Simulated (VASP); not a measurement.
# Au (C2/m) in VASP: single point with PBEsol

Aim: the single point of Au with PBEsol.

Everything below comes from runs of VASP 6.6.1. Logs are shortened: lines on timing, memory, paths and dates and some standing lists are left out, and cuts for length are marked.

## (1) The cell of the first run

The structure is monoclinic, space group C2/m (No. 12). The conventional cell has a = 5.120 Å, b = 2.823 Å, c = 4.901 Å, α = 90.00°, β = 96.44°, γ = 90.00°. Within 3.7 Å of Au (site symmetry m) lie 12 Au at 2.82 to 3.13 Å.

## (2) Single point, PBEsol (strain +0.1125 x Voigt [0, 0, 0, 1, 0, 0])

INCAR reads:

```
PREC = Accurate
ENCUT = 520
EDIFF = 1E-7
ISMEAR = 0
SIGMA = 0.15
LREAL = F
LASPH = T
NELM = 80
ALGO = Fast
ISIF = 2
LWAVE = F
LCHARG = T
GGA = PS
LELF = T
LVHAR = T
NBANDS = 18
```

KPOINTS reads:

```
regular mesh
0
Gamma
  20 20 10
```

POSCAR reads:

```
Au
1.0
    1.4113099650     -2.5559330250     -0.1437712327
    1.4113099650      2.5559330250      0.1437712327
    0.0000000000      0.2752407906      4.8931696100
Au
2
Direct
    0.6653279700      0.3346720300      0.2500000000
    0.3346720300      0.6653279700      0.7500000000
```

Potentials or basis: VASP PAW PBE potentials, release 64 (Au).

Run with:

```sh
$ cat potpaw_PBE.64/Au/POTCAR > POTCAR
$ mpirun -np 1 vasp_std > vasp.out
```

OUTCAR:

```text
PREC = Accurate
   ENCUT = 520
   EDIFF = 1E-7
   ISMEAR = 0
   LREAL = F
   LASPH = T
   NELM = 80
   ISIF = 2
   GGA = PS

 ion  position               nearest neighbor table
   1  0.665  0.335  0.250-   2 2.82   2 2.88   2 2.88   2 3.04   2 3.04   2 3.13
   2  0.335  0.665  0.750-   1 2.82   1 2.88   1 2.88   1 3.04   1 3.04   1 3.13

  LATTYP: Found a base centered monoclinic cell.
 ALAT       =     5.1199467949
 B/A-ratio  =     0.5512986840
 C/A-ratio  =     0.9572178852
 COS(beta)  =    -0.1121451657

  Lattice vectors:

 A1 = (  -1.4113099650,  -2.5559330250,  -0.1437712327)
 A2 = (   1.4113099650,  -2.5559330250,  -0.1437712327)
 A3 = (   0.0000000000,   0.2752407906,   4.8931696100)

Analysis of symmetry for initial positions (statically):
=====================================================================
 Subroutine PRICEL returns:
 Original cell was already a primitive cell.

 Routine SETGRP: Setting up the symmetry group for a
 base centered monoclinic supercell.

 Subroutine GETGRP returns: Found  4 space group operations
 (whereof  4 operations were pure point group operations)
 out of a pool of  4 trial point group operations.

The static configuration has the point symmetry C_2h.

Analysis of symmetry for dynamics (positions and initial velocities):
=====================================================================
 Subroutine PRICEL returns:
 Original cell was already a primitive cell.

 Routine SETGRP: Setting up the symmetry group for a
 base centered monoclinic supercell.

 Subroutine GETGRP returns: Found  4 space group operations
 (whereof  4 operations were pure point group operations)
 out of a pool of  4 trial point group operations.

The dynamic configuration has the point symmetry C_2h.

 Subroutine INISYM returns: Found  4 space group operations
 (whereof  4 operations are pure point group operations),
 and found     1 'primitive' translations

----------------------------------------------------------------------------------------

                                     Primitive cell

  volume of cell :      35.1897

  direct lattice vectors                    reciprocal lattice vectors
     1.411309965 -2.555933025 -0.143771233     0.354280783 -0.196244208  0.011038737
     1.411309965  2.555933025  0.143771233     0.354280783  0.196244208 -0.011038737
     0.000000000  0.275240791  4.893169610     0.000000000 -0.011532105  0.205015192

  length of vectors
     2.923227602  2.923227602  4.900904644     0.405152461  0.405152461  0.205339276

  position of ions in fractional coordinates (direct lattice)
     0.665327970  0.334672030  0.250000000
     0.334672030  0.665327970  0.750000000

  ion indices of the primitive-cell ions
   primitive index   ion index
                 1           1
                 2           2

----------------------------------------------------------------------------------------

 KPOINTS: regular mesh

Automatic generation of k-mesh.
 Grid dimensions read from file:
 generate k-points for:   20   20   10

 Generating k-lattice:

  Cartesian coordinates                     Fractional coordinates (reciprocal lattice)
     0.017714039 -0.009812210  0.000551937     0.050000000 -0.000000000  0.000000000
     0.017714039  0.009812210 -0.000551937    -0.000000000  0.050000000  0.000000000
     0.000000000 -0.001153210  0.020501519    -0.000000000  0.000000000  0.100000000

  Length of vectors
     0.020257623  0.020257623  0.020533928

  Shift w.r.t. Gamma in fractional coordinates (k-lattice)
     0.000000000  0.000000000  0.000000000

 Subroutine IBZKPT returns following result:
 ===========================================

 Found   1062 irreducible k-points:

 Following reciprocal coordinates:
            Coordinates               Weight
  0.000000  0.000000  0.000000      1.000000
  0.050000 -0.000000 -0.000000      4.000000
  0.100000 -0.000000 -0.000000      4.000000
  0.150000  0.000000  0.000000      4.000000
  0.200000 -0.000000 -0.000000      4.000000
  0.250000  0.000000 -0.000000      4.000000
[... 16 lines left out ...]
 -0.400000  0.050000  0.000000      4.000000
 -0.350000  0.050000  0.000000      4.000000
 [... further k-points ...]
   k-points           NKPTS =   1062   k-points in BZ     NKDIM =   1062   number of bands    NBANDS=     18
   number of dos      NEDOS =    301   number of ions     NIONS =      2
   total plane-waves  NPLWV =  20736
   dimension x,y,z NGX =    24 NGY =   24 NGZ =   36
   dimension x,y,z NGXF=    48 NGYF=   48 NGZF=   72
   ions per type =               2
   NGX,Y,Z   is equivalent  to a cutoff of  13.65, 13.65, 12.21 a.u.
   NGXF,Y,Z  is equivalent  to a cutoff of  27.30, 27.30, 24.42 a.u.
 SYSTEM =  unknown system
   PREC   = accura    normal or accurate (medium, high low for compatibility)
   ISTART =      0    job   : 0-new  1-cont  2-samecut
   ICHARG =      2    charge: 1-file 2-atom 10-const
   ISPIN  =      1    spin polarized calculation?
   LNONCOLLINEAR =      F non collinear calculations
   LSORBIT =      F    spin-orbit coupling
   LASPH  =      T    aspherical Exc in radial PAW
   ENCUT  =  520.0 eV  38.22 Ry    6.18 a.u.   5.44  5.44  9.11*2*pi/ulx,y,z
   NELM   =     80;   NELMIN=  2; NELMDL= -5     # of ELM steps
   EDIFF  = 0.1E-06   stopping-criterion for ELM
   LREAL  =      F    real-space projection
   EDIFFG = 0.1E-05   stopping-criterion for IOM
   NSW    =      0    number of steps for IOM
   IBRION =     -1    ionic relax: 0-MD 1-quasi-New 2-CG
   NFREE  =      0    steps in history (QN), initial steepest desc. (CG)
   ISIF   =      2    stress and relaxation
   ISYM   =      2    0-nonsym 1-usesym 2-fastsym
   POTIM  = 0.5000    time-step for ionic-motion
   TEBEG  =    0.0;   TEEND  =   0.0 temperature during run
   PSTRESS=    0.0 pullay stress
   NELECT =      22.0000    total number of electrons
   NUPDOWN=      -1.0000    fix difference up-down
   EMIN   =  10.00;   EMAX   =-10.00  energy-range for DOS
   EFERMI =   0.00;   METHOD = LEGACY
   ISMEAR =     0;   SIGMA  =   0.15  broadening in eV -4-tet -1-fermi 0-gaus
   EFERMI_NEDOS =   21; number of points for ismear=-14 and -15
   IALGO  =     68    algorithm
   IMIX   =      4    mixing-type and parameters
     AMIX     =   0.40;   BMIX     =  1.00
     AMIX_MAG =   1.60;   BMIX_MAG =  1.00
  volume/ion in A,a.u.               =      17.59       118.74
  Fermi-wavevector in a.u.,A,eV,Ry     =   1.399836  2.645306 26.661166  1.959540
  Thomas-Fermi vector in A             =   2.522856
   LORBIT       =      0    0 simple, 1 ext, 2 COOP (PROOUT), +10 PAW based schemes
   GGA     = PS    functional components
   LHFCALC =     F    Hartree Fock is set to
   AEXX    =    0.0000 exact exchange contribution
   IVDW    =     0    specifies the selected vdW correction
   LEPSILON=     F    determine dielectric tensor
   LRPA    =     F    only Hartree local field effects (RPA)
 non-spin polarized calculation
 RMM-DIIS sequential band-by-band and
 Gauss-broadening in eV      SIGMA  =   0.15
  energy-cutoff  :      520.00
  volume of cell :       35.19
 maximum number of plane-waves:       970
 NGX is ok and might be reduce to    24
   NGX = 11   NGY = 11   NGZ = 19

 number of electron      21.9999997 magnetization

 Free energy of the ion-electron system (eV)
  ---------------------------------------------------
  ext. energy  EPLUGINS =         0.00000000
  ---------------------------------------------------
  free energy    TOTEN  =        -7.78707554 eV

  energy without entropy =       -7.78061892  energy(sigma->0) =       -7.78384723

 E-fermi :   8.7318     XC(G=0): -12.6911

 val. band max:        8.7283948483   @ k =   0.4500   0.5000   0.2000
 cond. band min:       8.7353849043   @ k =   0.0500   0.2500   0.3000
 fundamental gap:      0.0069900560
 Fermi energy:         8.7318335700

 k-point     1 :       0.0000    0.0000    0.0000
  band No.  band energies     occupation
      1      -0.8351      2.00000
      2       1.6163      2.00000
      3       3.8694      2.00000
      4       4.0621      2.00000
      5       4.3284      2.00000
      6       4.6362      2.00000
[... 10 lines left out ...]
     17      26.6770      0.00000
     18      27.6050      0.00000

 k-point     2 :       0.0500   -0.0000   -0.0000
  band No.  band energies     occupation
      1      -0.7546      2.00000
      2       1.6851      2.00000
      3       3.8736      2.00000
      4       4.1086      2.00000
      5       4.3594      2.00000
      6       4.6213      2.00000
[... 10 lines left out ...]
     17      26.2426      0.00000
     18      26.9427      0.00000

 k-point     3 :       0.1000   -0.0000   -0.0000
  band No.  band energies     occupation
      1      -0.5171      2.00000
      2       1.8823      2.00000
      3       3.8696      2.00000
      4       4.2244      2.00000
      5       4.4236      2.00000
      6       4.6168      2.00000
[... 10 lines left out ...]
     17      25.5572      0.00000
     18      26.2401      0.00000

 k-point     4 :       0.1500    0.0000    0.0000
  band No.  band energies     occupation
      1      -0.1359      2.00000
      2       2.1740      2.00000
      3       3.8225      2.00000
      4       4.2782      2.00000
      5       4.4812      2.00000
      6       4.6901      2.00000
[... 10 lines left out ...]
     17      25.1127      0.00000
     18      26.1798      0.00000

 k-point     5 :       0.2000   -0.0000   -0.0000
  band No.  band energies     occupation
      1       0.3617      2.00000
      2       2.4783      2.00000
      3       3.7636      2.00000
      4       4.1424      2.00000
      5       4.2128      2.00000
      6       4.7106      2.00000
[... 10 lines left out ...]
     17      25.2080      0.00000
     18      25.6715      0.00000

 k-point     6 :       0.2500    0.0000   -0.0000
  band No.  band energies     occupation
      1       0.9248      2.00000
      2       2.6445      2.00000
      3       3.6805      2.00000
      4       3.9044      2.00000
      5       4.0357      2.00000
      6       4.8532      2.00000
[... 10 lines left out ...]
     17      24.7798      0.00000
     18      25.6709      0.00000

 k-point     7 :       0.3000    0.0000    0.0000
  band No.  band energies     occupation
      1       1.4648      2.00000
      2       2.6074      2.00000
      3       3.3327      2.00000
      4       3.9469      2.00000
      5       4.1313      2.00000
      6       4.8407      2.00000
[... 10 lines left out ...]
     17      23.4608      0.00000
     18      24.8221      0.00000

 k-point     8 :       0.3500   -0.0000   -0.0000
  band No.  band energies     occupation
      1       1.8684      2.00000
      2       2.4794      2.00000
      3       3.0354      2.00000
      4       3.9317      2.00000
      5       4.4285      2.00000
      6       4.7454      2.00000
[... 10 lines left out ...]
     17      22.4107      0.00000
     18      23.8100      0.00000
[... 229 lines left out ...]
     17      21.1977      0.00000
     18      22.6977      0.00000

 k-point    20 :       0.4500    0.0500   -0.0000
  band No.  band energies     occupation
      1       2.2461      2.00000
      2       2.2685      2.00000
      3       2.6612      2.00000
      4       3.9422      2.00000
      5       4.5353      2.00000
      6       5.0979      2.00000
[... 10 lines left out ...]
     17      20.6237      0.00000
     18      22.3808      0.00000

 k-point    21 :       0.5000    0.0500   -0.0000
  band No.  band energies     occupation
      1       2.2335      2.00000
      2       2.2802      2.00000
      3       2.6654      2.00000
      4       3.9567      2.00000
      5       4.5239      2.00000
      6       5.0696      2.00000
[... 10 lines left out ...]
     17      20.6132      0.00000
     18      22.3568      0.00000

 k-point    22 :      -0.4500    0.0500    0.0000
  band No.  band energies     occupation
      1       2.1824      2.00000
      2       2.3469      2.00000
      3       2.7570      2.00000
      4       3.9679      2.00000
      5       4.5468      2.00000
      6       4.8584      2.00000
[... 10 lines left out ...]
     17      21.1583      0.00000
     18      22.6306      0.00000

 k-point    23 :      -0.4000    0.0500    0.0000
  band No.  band energies     occupation
      1       2.0413      2.00000
      2       2.4580      2.00000
      3       2.9345      2.00000
      4       3.9593      2.00000
      5       4.5437      2.00000
      6       4.6122      2.00000
[... 10 lines left out ...]
     17      21.9519      0.00000
     18      23.2211      0.00000

 k-point    24 :      -0.3500    0.0500    0.0000
  band No.  band energies     occupation
      1       1.7288      2.00000
      2       2.5922      2.00000
      3       3.1949      2.00000
      4       3.9440      2.00000
      5       4.1999      2.00000
      6       4.6917      2.00000
[... 10 lines left out ...]
     17      22.8257      0.00000
     18      24.1349      0.00000

 [... further k-points ...]

------------------------ aborting loop because EDIFF is reached ----------------------------------------

  FORCE on cell =-STRESS in cart. coord.  units (eV):
  Direction    XX          YY          ZZ          XY          YZ          ZX
  --------------------------------------------------------------------------------------
  -------------------------------------------------------------------------------------
  Total       -0.8201753     -1.2567170     -0.8095875      0.0000000     -0.4460167      0.0000000
  in kB      -37.3423308    -57.2179451    -36.8602722      0.0000000    -20.3070041      0.0000000
  external PRESSURE =     -43.8068494 kB  Pullay stress =       0.0000000 kB

 VOLUME and BASIS-vectors are now :
 -----------------------------------------------------------------------------
  energy-cutoff  :      520.00
  volume of cell :       35.19
      direct lattice vectors                 reciprocal lattice vectors
     1.411309965 -2.555933025 -0.143771233     0.354280783 -0.196244208  0.011038737
     1.411309965  2.555933025  0.143771233     0.354280783  0.196244208 -0.011038737
     0.000000000  0.275240791  4.893169610     0.000000000 -0.011532105  0.205015192

 POSITION                                       TOTAL-FORCE (eV/Angst)
 -----------------------------------------------------------------------------------
      1.41131     -0.77632      1.17575         0.000000     -0.041402     -0.016154
      1.41131      1.05157      3.71742         0.000000      0.041402      0.016154
 -----------------------------------------------------------------------------------
    total drift:                                0.000000      0.000000     -0.000000

  FREE ENERGIE OF THE ION-ELECTRON SYSTEM (eV)
  ---------------------------------------------------
  free  energy   TOTEN  =        -7.7870755376 eV

  energy  without entropy=       -7.7806189182  energy(sigma->0) =       -7.78384723
```

Run time: 3.7 min. Hardware: 1 thread of Intel Xeon 6975P-C (Granite Rapids), shared host; peak memory 0.61 GiB.

What came out:

* Free energy: -7.7871 eV
* Pressure: -4.4 GPa
* Largest force: 0.044 eV/Å
* Band gap on the k mesh: zero (bands 11 and 12 overlap by 5.59 eV)

Forces on the atoms (eV/Å):
```
Au   0.000 -0.041 -0.016
Au   0.000  0.041  0.016
```

Caveat: the cell differs from its parent crystal (strain +0.1125 x Voigt [0, 0, 0, 1, 0, 0]); the cell stands under tension; the PAW data sets were made with another functional, which shifts forces and pressure a little; spin-orbit coupling is left out, which moves the levels of the heavy elements.
